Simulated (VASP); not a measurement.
# TcB (P-6m2) in VASP: further runs

The runs below take TcB through single point, with LDA.

Everything below comes from runs of VASP 6.6.1. Logs are shortened: lines on timing, memory, paths and dates and some standing lists are left out, and cuts for length are marked.

## Step 1: The cell of the first run

Symmetry: P-6m2, No. 187, hexagonal system. The conventional cell has a = 2.832 Å, b = 2.832 Å, c = 2.896 Å, α = 90.00°, β = 90.00°, γ = 120.00°. Within 2.9 Å of Tc (site symmetry -6m2) lie 6 B at 2.18 Å and 8 Tc at 2.83 to 2.90 Å. Within 2.9 Å of B (site symmetry -6m2) lie 6 Tc at 2.18 Å and 8 B at 2.83 to 2.90 Å.

## Step 2: Single point, LDA

Input file INCAR:

```
SYSTEM = TcB
PREC = Accurate
ENCUT = 500
EDIFF = 1E-6
ISMEAR = 1
SIGMA = 0.1
LREAL = .FALSE.
LASPH = .TRUE.
NELM = 120
ALGO = Normal
ISIF = 2
LWAVE = .FALSE.
LCHARG = .TRUE.
LELF = .TRUE.
LVHAR = .TRUE.
NBANDS = 15
GGA_COMPAT = .FALSE.
```

Input file KPOINTS:

```
Automatic mesh
0
G
  9 9 8
  0 0 0
```

Input file POSCAR:

```
TcB
1.0
    2.8315603973      0.0000000000      0.0000000000
   -1.4157752834      2.4522023391      0.0000000000
    0.0000000000      0.0000000000      2.8956157772
Tc B
1 1
Direct
    0.0000000000      0.0000000000      0.0000000000
    0.3333333333      0.6666666667      0.5000000000
```

Potentials or basis: VASP PAW LDA potentials, release 64 (Tc_pv, B).

Launch:

```sh
$ cat potpaw_LDA.64/Tc_pv/POTCAR potpaw_LDA.64/B/POTCAR > POTCAR
$ mpirun -np 1 vasp_std > vasp.out
```

OUTCAR:

```text
SYSTEM = TcB
   PREC = Accurate
   ENCUT = 500
   EDIFF = 1E-6
   ISMEAR = 1
   LREAL = .FALSE.
   LASPH = .TRUE.
   NELM = 120
   ISIF = 2

 ion  position               nearest neighbor table
   1  0.000  0.000  0.000-   2 2.18   2 2.18   2 2.18   2 2.18   2 2.18   2 2.18
   2  0.333  0.667  0.500-   1 2.18   1 2.18   1 2.18   1 2.18   1 2.18   1 2.18

  LATTYP: Found a hexagonal cell.
 ALAT       =     2.8315603973
 C/A-ratio  =     1.0226219366

  Lattice vectors:

 A1 = (   2.8315603973,   0.0000000000,   0.0000000000)
 A2 = (  -1.4157752834,   2.4522023391,   0.0000000000)
 A3 = (   0.0000000000,   0.0000000000,   2.8956157772)

Analysis of symmetry for initial positions (statically):
=====================================================================
 Subroutine PRICEL returns:
 Original cell was already a primitive cell.

 Routine SETGRP: Setting up the symmetry group for a
 hexagonal supercell.

 Subroutine GETGRP returns: Found 12 space group operations
 (whereof 12 operations were pure point group operations)
 out of a pool of 24 trial point group operations.

The static configuration has the point symmetry D_3h.

Analysis of symmetry for dynamics (positions and initial velocities):
=====================================================================
 Subroutine PRICEL returns:
 Original cell was already a primitive cell.

 Routine SETGRP: Setting up the symmetry group for a
 hexagonal supercell.

 Subroutine GETGRP returns: Found 12 space group operations
 (whereof 12 operations were pure point group operations)
 out of a pool of 24 trial point group operations.

The dynamic configuration has the point symmetry D_3h.

 Subroutine INISYM returns: Found 12 space group operations
 (whereof 12 operations are pure point group operations),
 and found     1 'primitive' translations

----------------------------------------------------------------------------------------

                                     Primitive cell

  volume of cell :      20.1059

  direct lattice vectors                    reciprocal lattice vectors
     2.831560397  0.000000000  0.000000000     0.353162165  0.203897638  0.000000000
    -1.415775283  2.452202339  0.000000000     0.000000000  0.407796691  0.000000000
     0.000000000  0.000000000  2.895615777     0.000000000  0.000000000  0.345349686

  length of vectors
     2.831560397  2.831557163  2.895615777     0.407796225  0.407796691  0.345349686

  position of ions in fractional coordinates (direct lattice)
     0.000000000  0.000000000  0.000000000
     0.333333333  0.666666667  0.500000000

  ion indices of the primitive-cell ions
   primitive index   ion index
                 1           1
                 2           2

----------------------------------------------------------------------------------------
[... 83 lines left out ...]
   EMIN   =  10.00;   EMAX   =-10.00  energy-range for DOS
   EFERMI =   0.00;   METHOD = LEGACY
   ISMEAR =     1;   SIGMA  =   0.10  broadening in eV -4-tet -1-fermi 0-gaus
   EFERMI_NEDOS =   21; number of points for ismear=-14 and -15
   IALGO  =     38    algorithm
   IMIX   =      4    mixing-type and parameters
     AMIX     =   0.40;   BMIX     =  1.00
     AMIX_MAG =   1.60;   BMIX_MAG =  1.00
  volume/ion in A,a.u.               =      10.05        67.84
  Fermi-wavevector in a.u.,A,eV,Ry     =   1.517075  2.866857 31.314046  2.301517
  Thomas-Fermi vector in A             =   2.626379
   LORBIT       =      0    0 simple, 1 ext, 2 COOP (PROOUT), +10 PAW based schemes
   GGA     = CA    functional components
   LHFCALC =     F    Hartree Fock is set to
   AEXX    =    0.0000 exact exchange contribution
   IVDW    =     0    specifies the selected vdW correction
   LEPSILON=     F    determine dielectric tensor
   LRPA    =     F    only Hartree local field effects (RPA)
 non-spin polarized calculation
 Methfessel and Paxton  Order N= 1 SIGMA  =   0.10
  energy-cutoff  :      500.00
  volume of cell :       20.11
 maximum number of plane-waves:       527
 NGX is ok and might be reduce to    24
   NGX = 11   NGY = 11   NGZ = 11

 number of electron      16.0000006 magnetization

 Free energy of the ion-electron system (eV)
  ---------------------------------------------------
  ext. energy  EPLUGINS =         0.00000000
  ---------------------------------------------------
  free energy    TOTEN  =       -19.82300329 eV

  energy without entropy =      -19.82187696  energy(sigma->0) =      -19.82262785

 E-fermi :  11.0957     XC(G=0): -13.6978

 val. band max:       11.0876428233   @ k =   0.3333   0.2222   0.5000
 cond. band min:      11.0966743320   @ k =   0.1111  -0.0000   0.0000
 fundamental gap:      0.0090315088
 Fermi energy:        11.0956786385

 k-point     1 :       0.0000    0.0000    0.0000
  band No.  band energies     occupation
      1     -27.1790      2.00000
      2     -27.0569      2.00000
      3     -27.0569      2.00000
      4       0.3243      2.00000
      5       6.9056      2.00000
      6       8.5459      2.00000
      7       8.5460      2.00000
      8      12.5476     -0.00000
      9      12.5476     -0.00000
     10      13.5905      0.00000
     11      18.9883      0.00000
     12      18.9884      0.00000
     13      22.2040      0.00000
     14      27.4101      0.00000
[... 401 lines left out ...]
      2     -27.5612      2.00000
      3     -27.1182      2.00000
      4       4.9340      2.00000
      5       6.7138      2.00000
      6       7.0279      2.00000
      7       7.9305      2.00000
      8      10.0203      2.00000
      9      13.8782      0.00000
     10      14.1176      0.00000
     11      15.0187      0.00000
     12      20.9138      0.00000
     13      26.2191      0.00000
     14      27.5467      0.00000
     15      28.6619      0.00000

 [... further k-points ...]
[... 5 lines left out ...]
  --------------------------------------------------------------------------------------
  -------------------------------------------------------------------------------------
  Total        0.1786348      0.1786347      0.0583457      0.0000004      0.0000000      0.0000000
  in kB       14.2348745     14.2348640      4.6493926      0.0000285      0.0000000      0.0000000
  external PRESSURE =      11.0397104 kB  Pullay stress =       0.0000000 kB

 VOLUME and BASIS-vectors are now :
 -----------------------------------------------------------------------------
  energy-cutoff  :      500.00
  volume of cell :       20.11
      direct lattice vectors                 reciprocal lattice vectors
     2.831560397  0.000000000  0.000000000     0.353162165  0.203897638  0.000000000
    -1.415775283  2.452202339  0.000000000     0.000000000  0.407796691  0.000000000
     0.000000000  0.000000000  2.895615777     0.000000000  0.000000000  0.345349686

 POSITION                                       TOTAL-FORCE (eV/Angst)
 -----------------------------------------------------------------------------------
      0.00000      0.00000      0.00000         0.000000      0.000000      0.000000
      0.00000      1.63480      1.44781        -0.000000      0.000000      0.000000
 -----------------------------------------------------------------------------------
    total drift:                               -0.000015     -0.000003     -0.000000

  FREE ENERGIE OF THE ION-ELECTRON SYSTEM (eV)
  ---------------------------------------------------
  free  energy   TOTEN  =       -19.8230032915 eV

  energy  without entropy=      -19.8218769569  energy(sigma->0) =      -19.82262785
```

It took 7.5 s on 1 thread of AMD EPYC 9R45 (Zen 5), shared host; peak memory 0.11 GiB.

Results:

```
Free energy            : -19.8230 eV
Pressure               : 1.1 GPa
Band gap on the k mesh : zero (bands 8 and 9 overlap by 2.55 eV)
```

Stress tensor (GPa, compression positive):
```
1.42 0.00 0.00
0.00 1.42 0.00
0.00 0.00 0.46
```

Levels at points of the mesh, in eV from the Fermi level:
| k point | band 4 | band 5 | band 6 | band 7 | band 8 | band 9 | band 10 | band 11 | band 12 | band 13 |
| --- | --- | --- | --- | --- | --- | --- | --- | --- | --- | --- |
| (0.00, 0.00, 0.00) | -10.77 | -4.19 | -2.55 | -2.55 | 1.45 | 1.45 | 2.49 | 7.89 | 7.89 | 11.11 |
| (0.00, 0.00, 0.50) | -6.75 | -6.64 | -1.33 | -1.33 | -1.10 | -1.10 | 2.47 | 6.84 | 6.84 | 11.92 |

## Step 3: Single point, LDA

This run uses another cell than the first one, of 10.37 Å³/atom.

Edit INCAR of step 2 so:

```diff
@@ -12,5 +12,3 @@
 LWAVE = .FALSE.
-LCHARG = .TRUE.
-LELF = .TRUE.
-LVHAR = .TRUE.
+LCHARG = .FALSE.
 NBANDS = 15
```

KPOINTS is that of step 2.

Input file POSCAR:

```
TcB
1.0
    2.8610579410      0.0000000000      0.0000000000
   -1.4305240041      2.4777479519      0.0000000000
    0.0000000000      0.0000000000      2.9257806124
Tc B
1 1
Direct
    0.0000000000      0.0000000000      0.0000000000
    0.3333333333      0.6666666667      0.5000000000
```

Potentials or basis: VASP PAW LDA potentials, release 64 (Tc_pv, B).

Launch:

```sh
$ cat potpaw_LDA.64/Tc_pv/POTCAR potpaw_LDA.64/B/POTCAR > POTCAR
$ mpirun -np 1 vasp_std > vasp.out
```

OUTCAR:

```text
SYSTEM = TcB
   PREC = Accurate
   ENCUT = 500
   EDIFF = 1E-6
   ISMEAR = 1
   LREAL = .FALSE.
   LASPH = .TRUE.
   NELM = 120
   ISIF = 2

 ion  position               nearest neighbor table
   1  0.000  0.000  0.000-   2 2.21   2 2.21   2 2.21   2 2.21   2 2.21   2 2.21
   2  0.333  0.667  0.500-   1 2.21   1 2.21   1 2.21   1 2.21   1 2.21   1 2.21

  LATTYP: Found a hexagonal cell.
 ALAT       =     2.8610579410
 C/A-ratio  =     1.0226219366

  Lattice vectors:

 A1 = (   2.8610579410,   0.0000000000,   0.0000000000)
 A2 = (  -1.4305240041,   2.4777479519,   0.0000000000)
 A3 = (   0.0000000000,   0.0000000000,   2.9257806124)

Analysis of symmetry for initial positions (statically):
=====================================================================
 Subroutine PRICEL returns:
 Original cell was already a primitive cell.

 Routine SETGRP: Setting up the symmetry group for a
 hexagonal supercell.

 Subroutine GETGRP returns: Found 12 space group operations
 (whereof 12 operations were pure point group operations)
 out of a pool of 24 trial point group operations.

The static configuration has the point symmetry D_3h.

Analysis of symmetry for dynamics (positions and initial velocities):
=====================================================================
 Subroutine PRICEL returns:
[... 171 lines left out ...]
      5       6.6159      2.00000
      6       8.1826      2.00000
      7       8.1827      2.00000
      8      12.0058     -0.00000
      9      12.0058     -0.00000
     10      13.0791      0.00000
     11      18.3297      0.00000
     12      18.3297      0.00000
     13      21.6385      0.00000
     14      26.4760      0.00000
[... 401 lines left out ...]
      2     -28.0118      2.00000
      3     -27.6033      2.00000
      4       4.5417      2.00000
      5       6.3792      2.00000
      6       6.7064      2.00000
      7       7.5830      2.00000
      8       9.6027      2.00000
      9      13.3253      0.00000
     10      13.5427      0.00000
     11      14.3704      0.00000
     12      20.1406      0.00000
     13      25.3840      0.00000
     14      26.7699      0.00000
     15      27.7277      0.00000

 [... further k-points ...]
[... 5 lines left out ...]
  --------------------------------------------------------------------------------------
  -------------------------------------------------------------------------------------
  Total       -1.0698019     -1.0698011     -1.3274801     -0.0000021      0.0000000      0.0000000
  in kB      -82.6396357    -82.6395752   -102.5446625     -0.0001656      0.0000000      0.0000000
  external PRESSURE =     -89.2746245 kB  Pullay stress =       0.0000000 kB

 VOLUME and BASIS-vectors are now :
 -----------------------------------------------------------------------------
  energy-cutoff  :      500.00
  volume of cell :       20.74
      direct lattice vectors                 reciprocal lattice vectors
     2.861057941  0.000000000  0.000000000     0.349521059  0.201795450  0.000000000
    -1.430524004  2.477747952  0.000000000     0.000000000  0.403592302  0.000000000
     0.000000000  0.000000000  2.925780612     0.000000000  0.000000000  0.341789127

 POSITION                                       TOTAL-FORCE (eV/Angst)
 -----------------------------------------------------------------------------------
      0.00000      0.00000      0.00000         0.000000      0.000000      0.000000
      0.00000      1.65183      1.46289        -0.000000     -0.000000      0.000000
 -----------------------------------------------------------------------------------
    total drift:                               -0.000015     -0.000003     -0.000000

  FREE ENERGIE OF THE ION-ELECTRON SYSTEM (eV)
  ---------------------------------------------------
  free  energy   TOTEN  =       -19.8080483407 eV

  energy  without entropy=      -19.8070377670  energy(sigma->0) =      -19.80771148
```

OSZICAR:

```text
N       E                     dE             d eps       ncg     rms          rms(c)
DAV:   1     0.129223533054E+03    0.12922E+03   -0.87757E+03  1808   0.101E+03
DAV:   2    -0.199561733720E+02   -0.14918E+03   -0.14321E+03  2171   0.302E+02
DAV:   3    -0.225312907345E+02   -0.25751E+01   -0.25692E+01  2031   0.443E+01
DAV:   4    -0.225413548803E+02   -0.10064E-01   -0.10064E-01  2241   0.309E+00
DAV:   5    -0.225414349488E+02   -0.80068E-04   -0.80067E-04  2101   0.264E-01    0.217E+01
DAV:   6    -0.200999957424E+02    0.24414E+01   -0.49150E+00  1982   0.312E+01    0.344E+00
DAV:   7    -0.198373223965E+02    0.26267E+00   -0.70231E-01  1919   0.100E+01    0.373E+00
DAV:   8    -0.198081742819E+02    0.29148E-01   -0.24337E-02  2031   0.143E+00    0.348E-01
DAV:   9    -0.198081103448E+02    0.63937E-04   -0.60105E-04  2131   0.199E-01    0.859E-02
DAV:  10    -0.198080492046E+02    0.61140E-04   -0.73962E-05  2080   0.798E-02    0.238E-02
DAV:  11    -0.198080494460E+02   -0.24140E-06   -0.10150E-05  2185   0.335E-02    0.852E-03
DAV:  12    -0.198080483510E+02    0.10950E-05   -0.73086E-07  1470   0.732E-03    0.169E-03
DAV:  13    -0.198080483407E+02    0.10262E-07   -0.66100E-08  1005   0.233E-03
   1 F= -.19808048E+02 E0= -.19807711E+02  d E =-.101057E-02
```

Run time: 6.9 s. Hardware: 1 thread of AMD EPYC 9R45 (Zen 5), shared host; peak memory 0.11 GiB.

Results:

- Free energy: -19.8080 eV
- Pressure: -8.9 GPa
- Band gap on the k mesh: zero (bands 8 and 9 overlap by 2.43 eV)

Caveat: the cell stands under tension.

## Step 4: Single point, LDA

This run uses another cell than the first one, of 10.69 Å³/atom.

Input file INCAR:

```
SYSTEM = TcB
ALGO = Normal
EDIFF = 1E-6
ENCUT = 500
GGA = CA
GGA_COMPAT = .FALSE.
ISIF = 2
ISMEAR = 1
LASPH = .TRUE.
LCHARG = .FALSE.
LREAL = .FALSE.
LWAVE = .FALSE.
NBANDS = 15
NELM = 120
PREC = Accurate
SIGMA = 0.1
```

Input file KPOINTS:

```
k-points
0
G
  9 9 8
  0 0 0
```

Input file POSCAR:

```
TcB
1.0
    2.8899594723      0.0000000000      0.0000000000
   -1.4449747195      2.5027774031      0.0000000000
    0.0000000000      0.0000000000      2.9553359523
Tc B
1 1
Direct
    0.0000000000      0.0000000000      0.0000000000
    0.3333333333      0.6666666667      0.5000000000
```

Launch:

```sh
$ cat potpaw_LDA.64/Tc_pv/POTCAR potpaw_LDA.64/B/POTCAR > POTCAR
$ mpirun -np 1 vasp_std > vasp.out
```

Wall time 7.2 s (1 thread of AMD EPYC 9R45 (Zen 5), shared host); peak memory 0.11 GiB.

Results (log left out):

| Item | Value |
| --- | --- |
| Free energy | -19.7564 eV |
| Pressure | -17.4 GPa |
| Band gap on the k mesh | zero (bands 8 and 9 overlap by 2.32 eV) |

Stress tensor (GPa, compression positive):
```
-16.44   0.00   0.00
  0.00 -16.44   0.00
  0.00   0.00 -19.41
```

Levels at points of the mesh, in eV from the Fermi level:
```csv
k point,band 5,band 6,band 7,band 8,band 9,band 10,band 11,band 12
"(0.00, 0.00, 0.00)",-3.83,-2.34,-2.34,1.32,1.32,2.42,7.53,7.53
"(0.00, 0.00, 0.50)",-6.42,-1.21,-1.21,-1.00,-1.00,2.26,6.64,6.64
```

Caveat: the cell stands under tension.

(Continued in part 2 of 2.)

The gap in the log of VASP goes by the Fermi energy; the results here count the filled bands.